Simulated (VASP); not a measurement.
## NaBiH6: single point with PBE

The system is NaBiH6.

```
CELL_PARAMETERS angstrom
0.00000 4.45978 4.45978
4.45978 0.00000 4.45978
4.45978 4.45978 0.00000
ATOMIC_POSITIONS crystal
Na 0.00000 0.00000 0.00000
Bi 0.50000 0.50000 0.50000
H 0.74325 0.25675 0.25675
H 0.25675 0.74325 0.25675
H 0.25675 0.25675 0.74325
H 0.25675 0.74325 0.74325
H 0.74325 0.25675 0.74325
H 0.74325 0.74325 0.25675
```

| Item | Value |
| --- | --- |
| Program | VASP 6.6.1 |
| Task | single point |
| Functional | PBE |
| Potentials or basis | VASP PAW PBE potentials, release 64 (Na_pv, Bi_d, H) |
| Cutoff | 520 eV |
| k mesh | 4 × 4 × 4 |
| Occupations | gaussian, width 0.1 eV |
| Spin | no spin polarisation |
| Dipole correction | no |
| Further INCAR settings | ALGO = Normal; EDIFF = 1e-07; NBANDS = 24 |

```yaml
Pressure: -5.0 GPa
Largest_force: 1.207 eV/Å
Band_gap_on_the_k_mesh: zero (band 14 reaches -2.21 eV, above the bottom of band 15 at -2.32 eV)
```

Forces in eV/Å, atoms in the order of the input:
```
Na   0.000  0.000  0.000
Bi   0.000  0.000  0.000
H    1.207  0.000  0.000
H    0.000  1.207  0.000
H    0.000  0.000  1.207
H   -1.207  0.000  0.000
H    0.000 -1.207  0.000
H    0.000  0.000 -1.207
```

Levels at points of the mesh, in eV from the Fermi level:
| k point | band 11 | band 12 | band 13 | band 14 | band 15 | band 16 | band 17 | band 18 |
| --- | --- | --- | --- | --- | --- | --- | --- | --- |
| (0.00, 0.00, 0.00) | -2.52 | -2.52 | -0.75 | -0.05 | -0.05 | 4.29 | 4.29 | 4.29 |
| (0.50, 0.00, 0.00) | -2.45 | -2.45 | -0.43 | -0.43 | 0.67 | 3.24 | 5.45 | 5.45 |
| (0.50, 0.50, 0.00) | -2.67 | -2.67 | -1.45 | 0.06 | 1.39 | 4.71 | 4.71 | 5.07 |

Run time: 24 s on 1 thread of Intel(R) Xeon(R) 6975P-C (Granite Rapids), on a shared host, peak memory 0.32 GiB.

Caveat: spin-orbit coupling is left out, which moves the levels of the heavy elements; forces of over 1 eV/Å act on the atoms, so gaps and moduli don't describe the material at rest.
